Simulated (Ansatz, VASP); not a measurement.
**Two plane-wave programs on Ba2Os**

```
Os Ba
1.0
     0.00000    3.61540    0.00000
     3.61540    0.00000    0.00000
     1.80770    1.80770   -6.79971
Os Ba
1 2
Cartesian
  0.0000 0.0000 0.0000
  1.8077 1.8077 -1.7713
  3.6154 3.6154 -5.0284
```

Alike in both runs: functional PBEsol; dispersion D4; k mesh 5 × 5 × 5; no spin polarisation.

Ansatz relaxed the structure, and its values are those at the end. VASP's run is a single point on that final structure, the one shown.

|  | VASP | Ansatz |
| --- | --- | --- |
| version | VASP 6.6.1 | Ansatz 0.2.0 |
| potentials or method | VASP PAW PBE potentials, release 64 (Os_sv_GW, Ba_sv), cutoff 560 eV | PAW plane waves |
| occupations | fermi-dirac, width 0.1 eV | fermi-dirac |
| valence electrons in the cell | 36 | 36 |

|  | VASP | Ansatz | Ansatz less VASP |
| --- | --- | --- | --- |
| gap on the k mesh at the Fermi level (eV) | none | none | - |
| pressure (GPa) | 1.7 | 0.0 | -1.75 |
| rms of the force components (eV/Å) | 0.127 | 0.001 | -0.1261 |

VASP's potentials were made for PBE, not for PBEsol. A gap of «none» marks a metal or a gap that the smearing closes. One of these differences is far larger than is usual between the two programs; its cause wasn't traced. Ansatz's warnings: dispersion switch in reach, structure snapped to symmetry.

Spin-orbit coupling is off throughout.
